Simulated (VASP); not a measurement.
Input of a VASP 6.6.1 run:

INCAR

```
PREC = Accurate ; ENCUT = 520
EDIFF = 1E-7 ; ISMEAR = 0
SIGMA = 0.05 ; LREAL = False
LASPH = True ; NELM = 80
ALGO = Normal ; ISIF = 2
LWAVE = False ; LCHARG = False
GGA = PE ; NBANDS = 16
```

Contents of KPOINTS:

```
Automatic mesh
0
Gamma
  12 12 6
```

File POSCAR:

```
AlN
1.0
    3.1110021516      0.0000000000      0.0000000000
   -1.5555010758      2.6942068945      0.0000000000
    0.0000000000      0.0000000000      4.9780000000
Al N
2 2
Direct
    0.3333333333      0.6666666667      0.0000000000
    0.6666666667      0.3333333333      0.5000000000
    0.1404694359      0.6666666667      0.3850000000
    0.6666666667      0.3333333333      0.8850000000
```

Potentials or basis: VASP PAW PBE potentials, release 64 (Al, N).

Launch:

```bash
$ cat potpaw_PBE.64/Al/POTCAR potpaw_PBE.64/N/POTCAR > POTCAR
$ mpirun -np 1 vasp_std > vasp.out
```

(1) Predict the largest force.

(2) Estimate the pressure.

(3) What does it give for the band gap on the k mesh?

## Answers

(1) 21.502 eV/Å.

(2) 32.7 GPa.

(3) 3.20 eV.

Caveat: the cell differs from its parent crystal (atom 3 (N) moved by (-0.600, +0.000) A along x and y); the stress differs along the axes, from 18 to 41 GPa; forces of over 1 eV/Å act on the atoms, so gaps and moduli don't describe the material at rest.
